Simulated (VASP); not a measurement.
# TiO2 (P1) in VASP: further runs

TiO2 is run at these levels: PBE+U; tasks: single point.

Program: VASP 6.6.1. These are calculated values, not measurements. Logs are shortened: lines on timing, memory, paths and dates and some standing lists are left out, and cuts for length are marked.

## Step 1: The cell of the first run

The typed cell holds 6 atoms: a = 5.584 Å, b = 5.584 Å, c = 5.584 Å, α = 140.02°, β = 140.02°, γ = 57.82°.

## Step 2: Single point, PBE+U (atom 3 (O) moved -0.100 Å along Cartesian [1 1 1])

Contents of INCAR:

```
PREC     = Accurate       # precision mode
ENCUT    = 520            # plane-wave cutoff, eV
EDIFF    = 1E-6           # SCF threshold, eV
ISMEAR   = 0              # smearing method
SIGMA    = 0.05           # smearing width, eV
LREAL    = F              # projectors in reciprocal space
LASPH    = T              # aspherical terms in the spheres
NELM     = 150            # most SCF steps
ALGO     = Normal         # electronic algorithm
ISIF     = 2              # what is computed and relaxed
LWAVE    = F              # write WAVECAR
LCHARG   = F              # write CHGCAR
LMAXMIX  = 4              # l up to which the mixer works
LDAU     = T              # DFT+U
LDAUTYPE = 2            
LDAUL    = 2 -1           # shell
LDAUU    = 4 0            # U, eV
LDAUJ    = 0 0          
LDAUPRINT= 1            
GGA      = PE             # functional
NBANDS   = 33             # bands
```

Contents of KPOINTS:

```
regular mesh
0
Gamma
  8 8 8
```

Contents of POSCAR:

```
TiO2
1.0
   -1.9089353641      1.9089353641      4.8883612609
    1.9089353641     -1.9089353641      4.8883612609
    1.9089353641      1.9089353641     -4.8883612609
Ti O
2 4
Direct
    0.0000000000      0.0000000000      0.0000000000
    0.7500000000      0.2500000000      0.5000000000
    0.1842489093      0.1842489093     -0.0302446212
    0.9552765759      0.4552765759      0.5000000000
    0.5447234241      0.0447234241      0.5000000000
    0.7947234241      0.7947234241      0.0000000000
```

Potentials or basis: VASP PAW PBE potentials, release 64 (Ti_sv, O).

On the command line:

```console
$ cat potpaw_PBE.64/Ti_sv/POTCAR potpaw_PBE.64/O/POTCAR > POTCAR
$ mpirun -np 1 vasp_std > vasp.out
```

OUTCAR:

```text
PREC = Accurate
   ENCUT = 520
   EDIFF = 1E-6
   ISMEAR = 0
   LREAL = F
   LASPH = T
   NELM = 150
   ISIF = 2
   GGA = PE

 ion  position               nearest neighbor table
   1  0.000  0.000  0.000-   3 1.95   5 1.96   4 1.96   5 1.96   4 1.96   6 2.01
   2  0.750  0.250  0.500-   3 1.92   6 1.96   6 1.96   5 2.01   4 2.01   3 2.03
   3  0.184  0.184  0.970-   2 1.92   1 1.95   2 2.03
   4  0.955  0.455  0.500-   1 1.96   1 1.96   2 2.01
   5  0.545  0.045  0.500-   1 1.96   1 1.96   2 2.01
   6  0.795  0.795  0.000-   2 1.96   2 1.96   1 2.01

  LATTYP: Found a body centered tetragonal cell.
 ALAT       =     3.8178707282
 C/A-ratio  =     2.5607788262

  Lattice vectors:

 A1 = (  -1.9089353641,   1.9089353641,   4.8883612609)
 A2 = (   1.9089353641,  -1.9089353641,   4.8883612609)
 A3 = (   1.9089353641,   1.9089353641,  -4.8883612609)

Analysis of symmetry for initial positions (statically):
=====================================================================
 Subroutine PRICEL returns:
 Original cell was already a primitive cell.

 Routine SETGRP: Setting up the symmetry group for a
 body centered tetragonal supercell.

 Subroutine GETGRP returns: Found  1 space group operations
 (whereof  1 operations were pure point group operations)
 out of a pool of 16 trial point group operations.

The static configuration has the point symmetry C_1 .

Analysis of symmetry for dynamics (positions and initial velocities):
=====================================================================
 Subroutine PRICEL returns:
 Original cell was already a primitive cell.

 Routine SETGRP: Setting up the symmetry group for a
 body centered tetragonal supercell.

 Subroutine GETGRP returns: Found  1 space group operations
 (whereof  1 operations were pure point group operations)
 out of a pool of 16 trial point group operations.

The dynamic configuration has the point symmetry C_1 .

 Subroutine INISYM returns: Found  1 space group operations
 (whereof  1 operations are pure point group operations),
 and found     1 'primitive' translations

----------------------------------------------------------------------------------------

                                     Primitive cell

  volume of cell :      71.2534

  direct lattice vectors                    reciprocal lattice vectors
    -1.908935364  1.908935364  4.888361261     0.000000000  0.261926103  0.102283766
     1.908935364 -1.908935364  4.888361261     0.261926103  0.000000000  0.102283766
     1.908935364  1.908935364 -4.888361261     0.261926103  0.261926103  0.000000000

  length of vectors
     5.584276521  5.584276521  5.584276521     0.281188997  0.281188997  0.370419447

  position of ions in fractional coordinates (direct lattice)
     0.000000000  0.000000000  0.000000000
     0.750000000  0.250000000  0.500000000
     0.184248909  0.184248909  0.969755379
     0.955276576  0.455276576  0.500000000
     0.544723424  0.044723424  0.500000000
     0.794723424  0.794723424  0.000000000

  ion indices of the primitive-cell ions
   primitive index   ion index
                 1           1
                 2           2
                 3           3
                 4           4
                 5           5
                 6           6

----------------------------------------------------------------------------------------

 KPOINTS: regular mesh

Automatic generation of k-mesh.
 Grid dimensions read from file:
 generate k-points for:    8    8    8

 Generating k-lattice:

  Cartesian coordinates                     Fractional coordinates (reciprocal lattice)
     0.000000000  0.032740763  0.012785471     0.125000000  0.000000000  0.000000000
     0.032740763  0.000000000  0.012785471     0.000000000  0.125000000  0.000000000
     0.032740763  0.032740763  0.000000000     0.000000000  0.000000000  0.125000000

  Length of vectors
     0.035148625  0.035148625  0.046302431

[... 69 lines left out ...]
   EFERMI_NEDOS =   21; number of points for ismear=-14 and -15
   IALGO  =     38    algorithm
   IMIX   =      4    mixing-type and parameters
     AMIX     =   0.40;   BMIX     =  1.00
     AMIX_MAG =   1.60;   BMIX_MAG =  1.00
  volume/ion in A,a.u.               =      11.88        80.14
  Fermi-wavevector in a.u.,A,eV,Ry     =   1.435115  2.711974 28.021943  2.059555
  Thomas-Fermi vector in A             =   2.554449
   LORBIT       =      0    0 simple, 1 ext, 2 COOP (PROOUT), +10 PAW based schemes
 LDA+U is selected, type is set to LDAUTYPE =  2
   angular momentum for each species LDAUL =     2   -1
   U (eV)           for each species LDAUU =   4.0  0.0
   J (eV)           for each species LDAUJ =   0.0  0.0
   GGA     = PE    functional components
   LHFCALC =     F    Hartree Fock is set to
   AEXX    =    0.0000 exact exchange contribution
   IVDW    =     0    specifies the selected vdW correction
   LEPSILON=     F    determine dielectric tensor
   LRPA    =     F    only Hartree local field effects (RPA)
 non-spin polarized calculation
 Gauss-broadening in eV      SIGMA  =   0.05
  energy-cutoff  :      520.00
  volume of cell :       71.25
 maximum number of plane-waves:      1934
 NGX is ok and might be reduce to    42
   NGX = 21   NGY = 21   NGZ = 21

atom =   1  type =  1  l = 2

 onsite density matrix

spin component  1

  0.1024  0.0003  0.0001  0.0000 -0.0000
  0.0003  0.0987 -0.0024  0.0002 -0.0007
  0.0001 -0.0024  0.2518 -0.0024  0.0010
  0.0000  0.0002 -0.0024  0.1032 -0.0000
 -0.0000 -0.0007  0.0010 -0.0000  0.2448

spin component  2

  0.1024  0.0003  0.0001  0.0000 -0.0000
  0.0003  0.0987 -0.0024  0.0002 -0.0007
  0.0001 -0.0024  0.2518 -0.0024  0.0010
  0.0000  0.0002 -0.0024  0.1032 -0.0000
 -0.0000 -0.0007  0.0010 -0.0000  0.2448

 occupancies and eigenvectors

  o =  0.0986  v =  0.0739 -0.9968 -0.0154  0.0248 -0.0049  0.0000  0.0000  0.0000  0.0000  0.0000      0.0000  0.0000  0.0000  0.0000  0.0000  0.0000  0.0000  0.0000  0.0000  0.0000
  o =  0.0986  v =  0.0000  0.0000  0.0000  0.0000  0.0000  0.0739 -0.9968 -0.0154  0.0248 -0.0049      0.0000  0.0000  0.0000  0.0000  0.0000  0.0000  0.0000  0.0000  0.0000  0.0000
  o =  0.1024  v =  0.9957  0.0723 -0.0002 -0.0587  0.0006  0.0000  0.0000  0.0000  0.0000  0.0000      0.0000  0.0000  0.0000  0.0000  0.0000  0.0000  0.0000  0.0000  0.0000  0.0000
  o =  0.1024  v =  0.0000  0.0000  0.0000  0.0000  0.0000  0.9957  0.0723 -0.0002 -0.0587  0.0006      0.0000  0.0000  0.0000  0.0000  0.0000  0.0000  0.0000  0.0000  0.0000  0.0000
  o =  0.1032  v =  0.0000  0.0000  0.0000  0.0000  0.0000  0.0568  0.0288  0.0168  0.9978  0.0001      0.0000  0.0000  0.0000  0.0000  0.0000  0.0000  0.0000  0.0000  0.0000  0.0000
  o =  0.1032  v =  0.0568  0.0288  0.0168  0.9978  0.0001  0.0000  0.0000  0.0000  0.0000  0.0000      0.0000  0.0000  0.0000  0.0000  0.0000  0.0000  0.0000  0.0000  0.0000  0.0000
  o =  0.2447  v = -0.0003 -0.0028 -0.1349  0.0023  0.9909  0.0000  0.0000  0.0000  0.0000  0.0000      0.0000  0.0000  0.0000  0.0000  0.0000  0.0000  0.0000  0.0000  0.0000  0.0000
  o =  0.2447  v =  0.0000  0.0000  0.0000  0.0000  0.0000 -0.0003 -0.0028 -0.1349  0.0023  0.9909      0.0000  0.0000  0.0000  0.0000  0.0000  0.0000  0.0000  0.0000  0.0000  0.0000
  o =  0.2520  v =  0.0000  0.0000  0.0000  0.0000  0.0000  0.0003 -0.0164  0.9906 -0.0163  0.1348      0.0000  0.0000  0.0000  0.0000  0.0000  0.0000  0.0000  0.0000  0.0000  0.0000
  o =  0.2520  v =  0.0003 -0.0164  0.9906 -0.0163  0.1348  0.0000  0.0000  0.0000  0.0000  0.0000      0.0000  0.0000  0.0000  0.0000  0.0000  0.0000  0.0000  0.0000  0.0000  0.0000

atom =   2  type =  1  l = 2

 onsite density matrix

spin component  1

  0.1021  0.0021  0.0005 -0.0023  0.0009
  0.0021  0.1026  0.0070 -0.0002  0.0103
  0.0005  0.0070  0.2452 -0.0007 -0.0023
 -0.0023 -0.0002 -0.0007  0.1011 -0.0010
  0.0009  0.0103 -0.0023 -0.0010  0.2428

spin component  2

  0.1021  0.0021  0.0005 -0.0023  0.0009
  0.0021  0.1026  0.0070 -0.0002  0.0103
  0.0005  0.0070  0.2452 -0.0007 -0.0023
 -0.0023 -0.0002 -0.0007  0.1011 -0.0010
  0.0009  0.0103 -0.0023 -0.0010  0.2428

 occupancies and eigenvectors

  o =  0.0987  v = -0.6637  0.4265 -0.0216 -0.6134 -0.0310  0.0000  0.0000  0.0000  0.0000  0.0000      0.0000  0.0000  0.0000  0.0000  0.0000  0.0000  0.0000  0.0000  0.0000  0.0000
  o =  0.0987  v =  0.0000  0.0000  0.0000  0.0000  0.0000 -0.6637  0.4265 -0.0216 -0.6134 -0.0310      0.0000  0.0000  0.0000  0.0000  0.0000  0.0000  0.0000  0.0000  0.0000  0.0000
  o =  0.1012  v = -0.0862  0.7683 -0.0351  0.6313 -0.0512  0.0000  0.0000  0.0000  0.0000  0.0000      0.0000  0.0000  0.0000  0.0000  0.0000  0.0000  0.0000  0.0000  0.0000  0.0000
  o =  0.1012  v =  0.0000  0.0000  0.0000  0.0000  0.0000 -0.0862  0.7683 -0.0351  0.6313 -0.0512      0.0000  0.0000  0.0000  0.0000  0.0000  0.0000  0.0000  0.0000  0.0000  0.0000
  o =  0.1048  v =  0.7430  0.4691 -0.0292 -0.4745 -0.0437  0.0000  0.0000  0.0000  0.0000  0.0000      0.0000  0.0000  0.0000  0.0000  0.0000  0.0000  0.0000  0.0000  0.0000  0.0000
  o =  0.1048  v =  0.0000  0.0000  0.0000  0.0000  0.0000  0.7430  0.4691 -0.0292 -0.4745 -0.0437      0.0000  0.0000  0.0000  0.0000  0.0000  0.0000  0.0000  0.0000  0.0000  0.0000
  o =  0.2426  v = -0.0087 -0.0886 -0.5064  0.0090 -0.8576  0.0000  0.0000  0.0000  0.0000  0.0000      0.0000  0.0000  0.0000  0.0000  0.0000  0.0000  0.0000  0.0000  0.0000  0.0000
  o =  0.2426  v =  0.0000  0.0000  0.0000  0.0000  0.0000 -0.0087 -0.0886 -0.5064  0.0090 -0.8576      0.0000  0.0000  0.0000  0.0000  0.0000  0.0000  0.0000  0.0000  0.0000  0.0000
  o =  0.2466  v =  0.0000  0.0000  0.0000  0.0000  0.0000  0.0000 -0.0058 -0.8608  0.0005  0.5089      0.0000  0.0000  0.0000  0.0000  0.0000  0.0000  0.0000  0.0000  0.0000  0.0000
  o =  0.2466  v =  0.0000 -0.0058 -0.8608  0.0005  0.5089  0.0000  0.0000  0.0000  0.0000  0.0000      0.0000  0.0000  0.0000  0.0000  0.0000  0.0000  0.0000  0.0000  0.0000  0.0000

 number of electron      47.9999993 magnetization

 Free energy of the ion-electron system (eV)
  ---------------------------------------------------
  ext. energy  EPLUGINS =         0.00000000
  ---------------------------------------------------
  free energy    TOTEN  =       -48.43407282 eV

  energy without entropy =      -48.43407282  energy(sigma->0) =      -48.43407282

 E-fermi :   3.4133     XC(G=0): -10.5058

 val. band max:        3.1738706458   @ k =  -0.3750   0.3750   0.0000
 cond. band min:       5.9166142165   @ k =   0.0000   0.0000   0.0000
 fundamental gap:      2.7427435706
 Fermi energy:         3.4132861904

 k-point     1 :       0.0000    0.0000    0.0000
  band No.  band energies     occupation
      1     -54.3120      2.00000
      2     -54.1769      2.00000
      3     -30.6318      2.00000
      4     -30.4733      2.00000
      5     -30.4610      2.00000
      6     -30.3284      2.00000
[... 853 lines left out ...]
     32       9.2226      0.00000
     33       9.4119      0.00000

 [... further k-points ...]

------------------------ aborting loop because EDIFF is reached ----------------------------------------

  FORCE on cell =-STRESS in cart. coord.  units (eV):
  Direction    XX          YY          ZZ          XY          YZ          ZX
  --------------------------------------------------------------------------------------
  -------------------------------------------------------------------------------------
  Total        2.0095306      2.2285469      2.8402410     -0.0243638      0.3916508     -0.1338308
  in kB       45.1855389     50.1102572     63.8645777     -0.5478353      8.8065096     -3.0092686
  external PRESSURE =      53.0534579 kB  Pullay stress =       0.0000000 kB

 VOLUME and BASIS-vectors are now :
 -----------------------------------------------------------------------------
  energy-cutoff  :      520.00
  volume of cell :       71.25
      direct lattice vectors                 reciprocal lattice vectors
    -1.908935364  1.908935364  4.888361261     0.000000000  0.261926103  0.102283766
     1.908935364 -1.908935364  4.888361261     0.261926103  0.000000000  0.102283766
     1.908935364  1.908935364 -4.888361261     0.261926103  0.261926103  0.000000000

 POSITION                                       TOTAL-FORCE (eV/Angst)
 -----------------------------------------------------------------------------------
      0.00000      0.00000      0.00000        -0.030897     -0.020541     -0.263517
     -0.00000      1.90894      2.44418        -0.043840     -0.352078     -0.126361
      1.85120      1.85120     -2.93916         0.180117      1.011300      0.988395
      0.00000      1.90894      4.45111        -0.025817     -0.018105      0.002870
      0.00000      1.90894      0.43725         0.081069     -0.463170     -0.285537
      0.00000      0.00000      7.76979        -0.160632     -0.157406     -0.315849
 -----------------------------------------------------------------------------------
    total drift:                                0.000060     -0.000124     -0.000134

  FREE ENERGIE OF THE ION-ELECTRON SYSTEM (eV)
  ---------------------------------------------------
  free  energy   TOTEN  =       -48.4340728151 eV

  energy  without entropy=      -48.4340728151  energy(sigma->0) =      -48.43407282
```

Wall time 24 min (1 thread of Oxide Virtual Turin-like, shared host); peak memory 0.56 GiB.

What came out:

```yaml
Free_energy: -48.4341 eV
Pressure: 5.3 GPa
Largest_force: 1.426 eV/Å
Band_gap_on_the_k_mesh: 2.74 eV (least direct gap 2.97 eV)
```

Forces on the atoms (eV/Å):
```
Ti  -0.031 -0.021 -0.264
Ti  -0.044 -0.352 -0.126
O    0.180  1.011  0.988
O   -0.026 -0.018  0.003
O    0.081 -0.463 -0.286
O   -0.161 -0.157 -0.316
```

Eigenvalues of the final occupation matrices:
```
    site  spin  trace               eigenvalues
site 1 d     1   0.80  0.10 0.10 0.10 0.24 0.25
site 1 d     2   0.80  0.10 0.10 0.10 0.24 0.25
site 2 d     1   0.79  0.10 0.10 0.10 0.24 0.25
site 2 d     2   0.79  0.10 0.10 0.10 0.24 0.25
```

Caveat: the cell differs from its parent crystal (atom 3 (O) moved -0.100 Å along Cartesian [1 1 1]); the cell stands under pressure; forces of over 1 eV/Å act on the atoms, so gaps and moduli don't describe the material at rest.

## Step 3: Single point, PBE+U (atom 3 (O) moved -0.060 Å along Cartesian [1 1 1])

Contents of INCAR:

```
SYSTEM = TiO2
ALGO = Normal
EDIFF = 1E-6
ENCUT = 520
GGA = PE
ISIF = 2
ISMEAR = 0
LASPH = .TRUE.
LCHARG = .FALSE.
LDAU = .TRUE.
LDAUJ = 0 0
LDAUL = 2 -1
LDAUPRINT = 1
LDAUTYPE = 2
LDAUU = 4 0
LMAXMIX = 4
LREAL = .FALSE.
LWAVE = .FALSE.
NBANDS = 33
NELM = 150
PREC = Accurate
SIGMA = 0.05
```

Contents of KPOINTS:

```
k-points
0
G
  8 8 8
  0 0 0
```

POSCAR: that of step 2 with these lines changed.

```diff
@@ -10,3 +10,3 @@
     0.7500000000      0.2500000000      0.5000000000
-    0.1842489093      0.1842489093     -0.0302446212
+    0.1926599760      0.1926599760     -0.0181467727
     0.9552765759      0.4552765759      0.5000000000
```

Potentials or basis: VASP PAW PBE potentials, release 64 (Ti_sv, O).

On the command line:

```console
$ cat potpaw_PBE.64/Ti_sv/POTCAR potpaw_PBE.64/O/POTCAR > POTCAR
$ mpirun -np 1 vasp_std > vasp.out
```

Wall time 25 min (1 thread of Oxide Virtual Turin-like, shared host); peak memory 0.57 GiB.

It converged, with:

```
Free energy            : -48.4749 eV
Pressure               : 4.8 GPa
Largest force          : 0.887 eV/Å
Band gap on the k mesh : 2.72 eV (least direct gap 2.96 eV)
```

Forces on the atoms (eV/Å):
```
Ti  -0.022 -0.018 -0.133
Ti  -0.025 -0.213 -0.081
O    0.113  0.609  0.634
O   -0.015 -0.012  0.059
O    0.047 -0.269 -0.227
O   -0.098 -0.097 -0.252
```

Stress tensor (GPa, compression positive):
```
 4.49 -0.02 -0.16
-0.02  4.67  0.53
-0.16  0.53  5.15
```

Levels at points of the mesh, in eV from the valence-band top:
| k point | band 22 | band 23 | band 24 | band 25 | band 26 | band 27 |
| --- | --- | --- | --- | --- | --- | --- |
| (0.00, 0.00, 0.00) | -0.67 | -0.35 | -0.34 | 2.72 | 3.40 | 4.43 |
| (0.50, 0.00, 0.00) | -0.84 | -0.80 | -0.61 | 3.69 | 3.83 | 4.00 |
| (0.00, 0.50, 0.00) | -0.80 | -0.78 | -0.62 | 3.75 | 3.92 | 4.02 |
| (0.00, 0.50, 0.50) | -0.84 | -0.80 | -0.67 | 3.71 | 3.87 | 3.99 |
| (0.50, 0.00, 0.50) | -0.80 | -0.78 | -0.64 | 3.72 | 3.93 | 4.06 |
| (0.50, 0.50, 0.00) | -1.84 | -0.08 | -0.02 | 3.67 | 3.76 | 4.10 |
| (0.00, 0.00, 0.50) | -1.79 | -0.08 | -0.01 | 3.68 | 3.76 | 4.09 |
| (0.50, 0.50, 0.50) | -1.15 | -0.06 | -0.05 | 3.02 | 3.08 | 4.26 |

Eigenvalues of the final occupation matrices:
| site | spin | trace | eigenvalues |
| --- | --- | --- | --- |
| site 1 d | 1 | 0.80 | 0.10 0.10 0.10 0.24 0.25 |
| site 1 d | 2 | 0.80 | 0.10 0.10 0.10 0.24 0.25 |
| site 2 d | 1 | 0.79 | 0.10 0.10 0.10 0.24 0.25 |
| site 2 d | 2 | 0.79 | 0.10 0.10 0.10 0.24 0.25 |

Caveat: the cell differs from its parent crystal (atom 3 (O) moved -0.060 Å along Cartesian [1 1 1]); the cell stands under pressure. A k mesh can miss the band edges.
